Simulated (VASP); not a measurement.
Here is a VASP 6.6.1 calculation.

INCAR

```
SYSTEM = LiF
ALGO = Normal ; EDIFF = 1E-6
ENCUT = 520 ; GGA = PS
ISIF = 2 ; ISMEAR = 0
LASPH = .TRUE. ; LCHARG = .FALSE.
LREAL = .FALSE. ; LWAVE = .FALSE.
NBANDS = 18 ; NELM = 100
PREC = Accurate ; SIGMA = 0.05
```

File KPOINTS:

```
k-points
0
G
  9 9 6
  0 0 0
```

Contents of POSCAR:

```
LiF
1.0
    3.1833774102      0.0000000000      0.0000000000
   -1.5916887051      2.7568857071      0.0000000000
    0.0000000000      0.0000000000      4.8073245700
Li F
2 2
Direct
    0.3333333333      0.6666666667      0.3811542600
    0.6666666667      0.3333333333      0.8811542600
    0.3333333333      0.6666666667      0.9938437400
    0.6666666667      0.3333333333      0.4938437400
```

Potentials or basis: VASP PAW PBE potentials, release 64 (Li_sv, F).

Command:

```bash
$ cat potpaw_PBE.64/Li_sv/POTCAR potpaw_PBE.64/F/POTCAR > POTCAR
$ mpirun -np 1 vasp_std > vasp.out
```

Task: Predict the band gap on the k mesh.

Result: 7.31 eV, direct.

Task: Predict the largest force.

Result: 0.120 eV/Å.

Forces on the atoms (eV/Å):
```
Li   0.000  0.000  0.120
Li   0.000  0.000  0.120
F    0.000  0.000 -0.120
F    0.000  0.000 -0.120
```

Caveat: the cell differs from its parent crystal (strain +0.040 along x and y, +0.000 along z); the PAW data sets were made with another functional, which shifts forces and pressure a little. A k mesh can miss the band edges.
